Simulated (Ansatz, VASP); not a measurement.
Two plane-wave programs on B

```
CELL_PARAMETERS angstrom
2.78706 1.60911 4.01089
-2.78706 1.60911 4.01089
0.00000 -3.21822 4.01089
ATOMIC_POSITIONS crystal
B 0.50000 0.50000 0.50000
B 0.80390 0.31610 0.80390
B 0.80390 0.80390 0.31610
B 0.31610 0.80390 0.80390
B 0.19610 0.68390 0.19610
B 0.68390 0.19610 0.19610
B 0.19610 0.19610 0.68390
B 0.00600 0.32950 0.00600
B 0.00600 0.00600 0.32950
B 0.32950 0.00600 0.00600
B 0.99400 0.67050 0.99400
B 0.67050 0.99400 0.99400
B 0.99400 0.99400 0.67050
B 0.61920 0.61920 0.61920
B 0.38080 0.38080 0.38080
```

Alike in both runs: task single point; functional r2SCAN; k mesh 6 × 6 × 6; no spin polarisation.

|  | VASP | Ansatz |
| --- | --- | --- |
| version | VASP 6.6.1 | Ansatz 0.2.0 |
| potentials or method | VASP PAW PBE potentials, release 64 (B), cutoff 520 eV | PAW plane waves |
| occupations | fermi-dirac, width 0.1 eV | fermi-dirac |
| valence electrons in the cell | 45 | 45 |

Ansatz gave:

| Item | Value |
| --- | --- |
| pressure (GPa) | 24.2 |
| traceless stress, the component that is largest in VASP (GPa) | -0.42 |
| rms of the force components (eV/Å) | 1.242 |

**Question.** What did VASP give for the same quantities?

**Answer.** Pressure (GPa): 24.3; traceless stress, the component that is largest in VASP (GPa): -0.36; rms of the force components (eV/Å): 1.241.

VASP's potentials were made for PBE, not for r2SCAN. Atom by atom the forces differ by 0.005 eV/Å (rms over components). Ansatz's warnings: structure snapped to symmetry.
